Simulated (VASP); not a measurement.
# SnTe (F-43m) in VASP: a series of runs

SnTe is run at these levels: LDA, PBEsol+D3(BJ), BLYP+D3(BJ); tasks: single point.

Everything below comes from runs of VASP 6.6.1. Logs are shortened: lines on timing, memory, paths and dates and some standing lists are left out, and cuts for length are marked.

## (1) The cell of the first run

Symmetry: F-43m, No. 216, cubic system. Conventional cell: a = 6.927 Å, b = 6.927 Å, c = 6.927 Å, α = 90.00°, β = 90.00°, γ = 90.00°. Within 3.9 Å of Sn (site symmetry -43m) lie 4 Te at 3.00 Å. Within 3.9 Å of Te (site symmetry -43m) lie 4 Sn at 3.00 Å.

## (2) Single point, LDA

The input, INCAR:

```
SYSTEM = SnTe
ALGO = Normal
EDIFF = 1E-6
ENCUT = 500
GGA = CA
GGA_COMPAT = .False.
ISIF = 2
ISMEAR = -1
LASPH = .True.
LCHARG = .True.
LELF = .True.
LREAL = .False.
LVHAR = .True.
LWAVE = .False.
NBANDS = 17
NELM = 120
PREC = Accurate
SIGMA = 0.05
```

The input, KPOINTS:

```
k-points
0
Gamma
  4 4 4
  0 0 0
```

The input, POSCAR:

```
SnTe
1.0
    4.8984592851      0.0000000000      0.0000000000
    2.4492296425      4.2421901803      0.0000000000
    2.4492296425      1.4140633934      3.9995752581
Sn Te
1 1
Direct
    0.0000000000      0.0000000000      0.0000000000
    0.7500000000      0.7500000000      0.7500000000
```

Potentials or basis: VASP PAW LDA potentials, release 64 (Sn_d, Te).

On the command line:

```console
$ cat potpaw_LDA.64/Sn_d/POTCAR potpaw_LDA.64/Te/POTCAR > POTCAR
$ mpirun -np 1 vasp_std > vasp.out
```

OUTCAR:

```text
SYSTEM = SnTe
   EDIFF = 1E-6
   ENCUT = 500
   GGA = CA
   ISIF = 2
   ISMEAR = -1
   LASPH = .True.
   LREAL = .False.
   NELM = 120
   PREC = Accurate

 ion  position               nearest neighbor table
   1  0.000  0.000  0.000-   2 3.00   2 3.00   2 3.00   2 3.00
   2  0.750  0.750  0.750-   1 3.00   1 3.00   1 3.00   1 3.00

  LATTYP: Found a face centered cubic cell.
 ALAT       =     6.9274675557

  Lattice vectors:

 A1 = (   4.8984592851,   0.0000000000,   0.0000000000)
 A2 = (   2.4492296425,   4.2421901803,   0.0000000000)
 A3 = (   2.4492296425,   1.4140633934,   3.9995752581)

Analysis of symmetry for initial positions (statically):
=====================================================================
 Subroutine PRICEL returns:
 Original cell was already a primitive cell.

 Routine SETGRP: Setting up the symmetry group for a
 face centered cubic supercell.

 Subroutine GETGRP returns: Found 24 space group operations
 (whereof 24 operations were pure point group operations)
 out of a pool of 48 trial point group operations.

The static configuration has the point symmetry T_d .

Analysis of symmetry for dynamics (positions and initial velocities):
=====================================================================
 Subroutine PRICEL returns:
 Original cell was already a primitive cell.

 Routine SETGRP: Setting up the symmetry group for a
 face centered cubic supercell.

 Subroutine GETGRP returns: Found 24 space group operations
 (whereof 24 operations were pure point group operations)
 out of a pool of 48 trial point group operations.

The dynamic configuration has the point symmetry T_d .

 Subroutine INISYM returns: Found 24 space group operations
 (whereof 24 operations are pure point group operations),
 and found     1 'primitive' translations

----------------------------------------------------------------------------------------

                                     Primitive cell

  volume of cell :      83.1120

  direct lattice vectors                    reciprocal lattice vectors
     4.898459285  0.000000000  0.000000000     0.204145823 -0.117863646 -0.083342183
     2.449229643  4.242190180  0.000000000     0.000000000  0.235727291 -0.083342183
     2.449229643  1.414063393  3.999575258     0.000000000  0.000000000  0.250026549

  length of vectors
     4.898459285  4.898459285  4.898459285     0.250026549  0.250026549  0.250026549

  position of ions in fractional coordinates (direct lattice)
     0.000000000  0.000000000  0.000000000
     0.750000000  0.750000000  0.750000000

  ion indices of the primitive-cell ions
   primitive index   ion index
                 1           1
                 2           2

----------------------------------------------------------------------------------------

 KPOINTS: k-points

Automatic generation of k-mesh.
 Grid dimensions read from file:
 generate k-points for:    4    4    4

 Generating k-lattice:

  Cartesian coordinates                     Fractional coordinates (reciprocal lattice)
     0.051036456 -0.029465911 -0.020835546     0.250000000  0.000000000  0.000000000
     0.000000000  0.058931823 -0.020835546     0.000000000  0.250000000  0.000000000
     0.000000000  0.000000000  0.062506637     0.000000000  0.000000000  0.250000000

  Length of vectors
     0.062506637  0.062506637  0.062506637

  Shift w.r.t. Gamma in fractional coordinates (k-lattice)
     0.000000000  0.000000000  0.000000000

 Subroutine IBZKPT returns following result:
 ===========================================

 Found      8 irreducible k-points:

 Following reciprocal coordinates:
            Coordinates               Weight
  0.000000  0.000000  0.000000      1.000000
  0.250000  0.000000 -0.000000      8.000000
  0.500000  0.000000 -0.000000      4.000000
  0.250000  0.250000  0.000000      6.000000
  0.500000  0.250000  0.000000     24.000000
 -0.250000  0.250000  0.000000     12.000000
  0.500000  0.500000  0.000000      3.000000
 -0.250000  0.500000  0.250000      6.000000
   k-points           NKPTS =      8   k-points in BZ     NKDIM =      8   number of bands    NBANDS=     17
   number of dos      NEDOS =    301   number of ions     NIONS =      2
   total plane-waves  NPLWV =  46656
   dimension x,y,z NGX =    36 NGY =   36 NGZ =   36
   dimension x,y,z NGXF=    72 NGYF=   72 NGZF=   72
   ions per type =               1   1
   NGX,Y,Z   is equivalent  to a cutoff of  12.22, 12.22, 12.22 a.u.
   NGXF,Y,Z  is equivalent  to a cutoff of  24.44, 24.44, 24.44 a.u.
 SYSTEM =  SnTe
   PREC   = accura    normal or accurate (medium, high low for compatibility)
   ISTART =      0    job   : 0-new  1-cont  2-samecut
   ICHARG =      2    charge: 1-file 2-atom 10-const
   ISPIN  =      1    spin polarized calculation?
   LNONCOLLINEAR =      F non collinear calculations
   LSORBIT =      F    spin-orbit coupling
   LASPH  =      T    aspherical Exc in radial PAW
   ENCUT  =  500.0 eV  36.75 Ry    6.06 a.u.   8.93  8.93  8.93*2*pi/ulx,y,z
   NELM   =    120;   NELMIN=  2; NELMDL= -5     # of ELM steps
   EDIFF  = 0.1E-05   stopping-criterion for ELM
   LREAL  =      F    real-space projection
   EDIFFG = 0.1E-04   stopping-criterion for IOM
   NSW    =      0    number of steps for IOM
   IBRION =     -1    ionic relax: 0-MD 1-quasi-New 2-CG
   NFREE  =      0    steps in history (QN), initial steepest desc. (CG)
   ISIF   =      2    stress and relaxation
   ISYM   =      2    0-nonsym 1-usesym 2-fastsym
   POTIM  = 0.5000    time-step for ionic-motion
   TEBEG  =    0.0;   TEEND  =   0.0 temperature during run
   PSTRESS=    0.0 pullay stress
   NELECT =      20.0000    total number of electrons
   NUPDOWN=      -1.0000    fix difference up-down
   EMIN   =  10.00;   EMAX   =-10.00  energy-range for DOS
   EFERMI =   0.00;   METHOD = LEGACY
   ISMEAR =    -1;   SIGMA  =   0.05  broadening in eV -4-tet -1-fermi 0-gaus
   EFERMI_NEDOS =   21; number of points for ismear=-14 and -15
   IALGO  =     38    algorithm
   IMIX   =      4    mixing-type and parameters
     AMIX     =   0.40;   BMIX     =  1.00
     AMIX_MAG =   1.60;   BMIX_MAG =  1.00
  volume/ion in A,a.u.               =      41.56       280.43
  Fermi-wavevector in a.u.,A,eV,Ry     =   1.018272  1.924254 14.107571  1.036877
  Thomas-Fermi vector in A             =   2.151720
   LORBIT       =      0    0 simple, 1 ext, 2 COOP (PROOUT), +10 PAW based schemes
   GGA     = CA    functional components
   LHFCALC =     F    Hartree Fock is set to
   AEXX    =    0.0000 exact exchange contribution
   IVDW    =     0    specifies the selected vdW correction
   LEPSILON=     F    determine dielectric tensor
   LRPA    =     F    only Hartree local field effects (RPA)
 non-spin polarized calculation
  energy-cutoff  :      500.00
  volume of cell :       83.11
 maximum number of plane-waves:      2148
   NGX = 17   NGY = 17   NGZ = 17

 number of electron      19.9999993 magnetization

 Free energy of the ion-electron system (eV)
  ---------------------------------------------------
  ext. energy  EPLUGINS =         0.00000000
  ---------------------------------------------------
  free energy    TOTEN  =        -8.10695543 eV

  energy without entropy =       -8.09645551  energy(sigma->0) =       -8.10170547

 E-fermi :   4.1137     XC(G=0):  -8.3288

 val. band max:        3.8400977719   @ k =   0.5000   0.5000   0.0000
 cond. band min:       4.1529786971   @ k =   0.2500   0.2500   0.0000
 fundamental gap:      0.3128809251
 Fermi energy:         4.1136586341

 k-point     1 :       0.0000    0.0000    0.0000
  band No.  band energies     occupation
      1     -17.6838      2.00000
      2     -17.6838      2.00000
      3     -17.6838      2.00000
      4     -17.6639      2.00000
      5     -17.6639      2.00000
      6      -8.2800      2.00000
[... 9 lines left out ...]
     16      10.4869      0.00000
     17      11.5433      0.00000

 k-point     2 :       0.2500    0.0000   -0.0000
  band No.  band energies     occupation
      1     -17.6853      2.00000
      2     -17.6825      2.00000
      3     -17.6825      2.00000
      4     -17.6639      2.00000
      5     -17.6639      2.00000
      6      -7.9772      2.00000
[... 9 lines left out ...]
     16       9.7960      0.00000
     17      11.1349      0.00000

 k-point     3 :       0.5000    0.0000   -0.0000
  band No.  band energies     occupation
      1     -17.6869      2.00000
      2     -17.6813      2.00000
      3     -17.6813      2.00000
      4     -17.6637      2.00000
      5     -17.6637      2.00000
      6      -7.5859      2.00000
[... 9 lines left out ...]
     16      11.0287      0.00000
     17      11.0287      0.00000

 k-point     4 :       0.2500    0.2500    0.0000
  band No.  band energies     occupation
      1     -17.6875      2.00000
      2     -17.6811      2.00000
      3     -17.6811      2.00000
      4     -17.6647      2.00000
      5     -17.6632      2.00000
      6      -7.8686      2.00000
[... 9 lines left out ...]
     16      11.1208      0.00000
     17      12.9296      0.00000

 k-point     5 :       0.5000    0.2500    0.0000
  band No.  band energies     occupation
      1     -17.6886      2.00000
      2     -17.6802      2.00000
      3     -17.6798      2.00000
      4     -17.6647      2.00000
      5     -17.6631      2.00000
      6      -7.4543      2.00000
[... 9 lines left out ...]
     16      11.2820      0.00000
     17      12.1287      0.00000

 k-point     6 :      -0.2500    0.2500    0.0000
  band No.  band energies     occupation
      1     -17.6871      2.00000
      2     -17.6810      2.00000
      3     -17.6809      2.00000
      4     -17.6639      2.00000
      5     -17.6638      2.00000
      6      -7.6017      2.00000
[... 9 lines left out ...]
     16      11.0921      0.00000
     17      12.2610      0.00000

 k-point     7 :       0.5000    0.5000    0.0000
  band No.  band energies     occupation
      1     -17.6910      2.00000
      2     -17.6784      2.00000
      3     -17.6784      2.00000
      4     -17.6655      2.00000
      5     -17.6625      2.00000
      6      -7.2966      2.00000
[... 9 lines left out ...]
     16      12.3373      0.00000
     17      12.3382      0.00000

 k-point     8 :      -0.2500    0.5000    0.2500
  band No.  band energies     occupation
      1     -17.6890      2.00000
      2     -17.6805      2.00000
      3     -17.6785      2.00000
      4     -17.6647      2.00000
      5     -17.6632      2.00000
      6      -7.2912      2.00000
[... 9 lines left out ...]
     16      12.0640      0.00000
     17      12.0891      0.00000

------------------------ aborting loop because EDIFF is reached ----------------------------------------

  FORCE on cell =-STRESS in cart. coord.  units (eV):
  Direction    XX          YY          ZZ          XY          YZ          ZX
  --------------------------------------------------------------------------------------
  -------------------------------------------------------------------------------------
  Total        0.0026818      0.0026818      0.0026818     -0.0000000     -0.0000000     -0.0000000
  in kB        0.0516972      0.0516972      0.0516972     -0.0000000     -0.0000000     -0.0000000
  external PRESSURE =       0.0516972 kB  Pullay stress =       0.0000000 kB

 VOLUME and BASIS-vectors are now :
 -----------------------------------------------------------------------------
  energy-cutoff  :      500.00
  volume of cell :       83.11
      direct lattice vectors                 reciprocal lattice vectors
     4.898459285  0.000000000  0.000000000     0.204145823 -0.117863646 -0.083342183
     2.449229643  4.242190180  0.000000000     0.000000000  0.235727291 -0.083342183
     2.449229643  1.414063393  3.999575258     0.000000000  0.000000000  0.250026549

 POSITION                                       TOTAL-FORCE (eV/Angst)
 -----------------------------------------------------------------------------------
      0.00000      0.00000      0.00000         0.000000     -0.000000      0.000000
      7.34769      4.24219      2.99968        -0.000000      0.000000      0.000000
 -----------------------------------------------------------------------------------
    total drift:                                0.000000      0.000000      0.000000

  FREE ENERGIE OF THE ION-ELECTRON SYSTEM (eV)
  ---------------------------------------------------
  free  energy   TOTEN  =        -8.1069554339 eV

  energy  without entropy=       -8.0964555115  energy(sigma->0) =       -8.10170547
```

Wall time 9.9 s (1 thread of Intel Xeon 6975P-C, shared host); peak memory 0.17 GiB.

Results:

- Free energy: -8.1070 eV
- Pressure: 0.0 GPa
- Band gap on the k mesh: zero (band 10 reaches 4.19 eV, above the bottom of band 11 at 3.84 eV)

Levels at points of the mesh, in eV from the Fermi level:
```tsv
k point	band 8	band 9	band 10	band 11	band 12	band 13
(0.00, 0.00, 0.00)	-2.34	-2.34	-2.34	0.81	0.81	0.81
(0.50, 0.00, 0.00)	-2.96	-2.96	-2.33	1.67	1.67	3.69
(0.50, 0.50, 0.00)	-3.74	-3.74	-0.90	-0.27	4.23	4.23
```

Caveat: the k points lie up to 0.39 Å⁻¹ apart; spin-orbit coupling is left out, which moves the levels of the heavy elements.

## (3) Single point, PBEsol+D3(BJ)

This run uses another cell than the first one, of 42.41 Å³/atom, 1.021 times its volume.

The input, INCAR:

```
SYSTEM = SnTe
ALGO = Normal
EDIFF = 1E-6
ENCUT = 500
GGA = PS
GGA_COMPAT = .FALSE.
ISIF = 2
ISMEAR = -1
IVDW = 12
LASPH = .TRUE.
LCHARG = .FALSE.
LREAL = .FALSE.
LWAVE = .FALSE.
NBANDS = 17
NELM = 120
PREC = Accurate
SIGMA = 0.05
```

The input, KPOINTS:

```
k-points
0
G
  4 4 4
  0 0 0
```

The input, POSCAR:

```
SnTe
1.0
    4.9318346973      0.0000000000      0.0000000000
    2.4659173486      4.2710941351      0.0000000000
    2.4659173486      1.4236980450      4.0268261680
Sn Te
1 1
Direct
    0.0000000000      0.0000000000      0.0000000000
    0.7500000000      0.7500000000      0.7500000000
```

Potentials or basis: VASP PAW PBE potentials, release 64 (Sn_d, Te).

On the command line:

```console
$ cat potpaw_PBE.64/Sn_d/POTCAR potpaw_PBE.64/Te/POTCAR > POTCAR
$ mpirun -np 1 vasp_std > vasp.out
```

Run time: 7.7 s. Hardware: 1 thread of Intel Xeon 6975P-C, shared host; peak memory 0.21 GiB.

It converged, with:

```yaml
Free_energy: -8.2697 eV
Pressure: 0.0 GPa
Band_gap_on_the_k_mesh: zero (band 10 reaches 4.08 eV, above the bottom of band 11 at 3.80 eV)
Dispersion_energy_per_atom: -0.304 eV
```

Levels at points of the mesh, in eV from the Fermi level:
| k point | band 7 | band 8 | band 9 | band 10 | band 11 | band 12 | band 13 | band 14 |
| --- | --- | --- | --- | --- | --- | --- | --- | --- |
| (0.00, 0.00, 0.00) | -5.01 | -2.32 | -2.32 | -2.32 | 0.82 | 0.82 | 0.82 | 3.83 |
| (0.50, 0.00, 0.00) | -7.42 | -2.92 | -2.92 | -2.30 | 1.67 | 1.67 | 3.64 | 5.40 |
| (0.50, 0.50, 0.00) | -7.82 | -3.68 | -3.68 | -0.89 | -0.24 | 4.17 | 4.17 | 5.38 |

Caveat: the k points lie up to 0.39 Å⁻¹ apart; the PAW data sets were made with another functional, which shifts forces and pressure a little; spin-orbit coupling is left out, which moves the levels of the heavy elements; pairwise dispersion overbinds metals, which lowers pressure and volume.

## (4) Single point, BLYP+D3(BJ)

This run uses another cell than the first one, of 45.71 Å³/atom, 1.100 times its volume.

The input, INCAR:

```
SYSTEM = SnTe
PREC = Accurate ; ENCUT = 500
EDIFF = 1E-6 ; ISMEAR = -1
SIGMA = 0.05 ; LREAL = .False.
LASPH = .True. ; NELM = 120
ALGO = Normal ; ISIF = 2
LWAVE = .False. ; LCHARG = .False.
GGA = B5 ; ALDAX = 1.0
AGGAX = 1.0 ; AGGAC = 1.0
ALDAC = 0.0 ; IVDW = 12
VDW_S6 = 1.0 ; VDW_S8 = 2.6996
VDW_A1 = 0.4298 ; VDW_A2 = 4.2359
NBANDS = 17 ; GGA_COMPAT = .False.
```

The input, KPOINTS:

```
regular mesh
0
Gamma
  4 4 4
  0 0 0
```

The input, POSCAR:

```
SnTe
1.0
    5.0564136244      0.0000000000      0.0000000000
    2.5282068122      4.3789826508      0.0000000000
    2.5282068122      1.4596608836      4.1285444361
Sn Te
1 1
Direct
    0.0000000000      0.0000000000      0.0000000000
    0.7500000000      0.7500000000      0.7500000000
```

On the command line:

```console
$ cat potpaw_PBE.64/Sn_d/POTCAR potpaw_PBE.64/Te/POTCAR > POTCAR
$ mpirun -np 1 vasp_std > vasp.out
```

Run time: 25 s. Hardware: 1 thread of Intel Xeon 6975P-C, shared host; peak memory 0.24 GiB.

Results (log left out):

```yaml
Free_energy: -7.3632 eV
Pressure: 0.0 GPa
Band_gap_on_the_k_mesh: 0.07 eV, indirect (least direct gap 0.80 eV)
Dispersion_energy_per_atom: -0.639 eV
```

Levels at points of the mesh, in eV from the valence-band top:
| k point | band 6 | band 7 | band 8 | band 9 | band 10 | band 11 | band 12 | band 13 | band 14 | band 15 |
| --- | --- | --- | --- | --- | --- | --- | --- | --- | --- | --- |
| (0.00, 0.00, 0.00) | -11.73 | -5.24 | -2.01 | -2.01 | -2.01 | 0.95 | 0.95 | 0.95 | 4.25 | 6.52 |
| (0.50, 0.00, 0.00) | -11.16 | -7.15 | -2.56 | -2.56 | -2.11 | 1.77 | 1.77 | 3.44 | 5.79 | 6.52 |
| (0.50, 0.50, 0.00) | -10.93 | -7.53 | -3.24 | -3.24 | -0.72 | 0.07 | 3.90 | 3.90 | 5.55 | 6.56 |

Caveat: the PAW data sets were made with another functional, which shifts forces and pressure a little; spin-orbit coupling is left out, which moves the levels of the heavy elements. A k mesh can miss the band edges.

## (5) The runs side by side

```csv
level,potentials or basis,cell,gap on the mesh (eV),pressure (GPa)
LDA,"VASP PAW LDA potentials, release 64 (Sn_d, Te)","a = 4.898 Å, angles 60.0°, 2 atoms",none,0.0
PBEsol+D3(BJ),"VASP PAW PBE potentials, release 64 (Sn_d, Te)","a = 4.932 Å, angles 60.0°, 2 atoms",none,0.0
BLYP+D3(BJ),"VASP PAW PBE potentials, release 64 (Sn_d, Te)","a = 5.056 Å, angles 60.0°, 2 atoms",0.07,0.0
```

Alike in all rows: task single point; no spin polarisation; k mesh 4 × 4 × 4; cutoff (eV) 500; smearing fermi-dirac 0.05 eV.

Caveats: some runs use coarse meshes; spin-orbit coupling is left out, which moves the levels of the heavy elements; the PAW data sets were made with another functional, which shifts forces and pressure a little (some runs); pairwise dispersion overbinds metals, which lowers pressure and volume (some runs).

Total energies depend on the potentials used, so only differences within one code and one set of settings carry meaning.
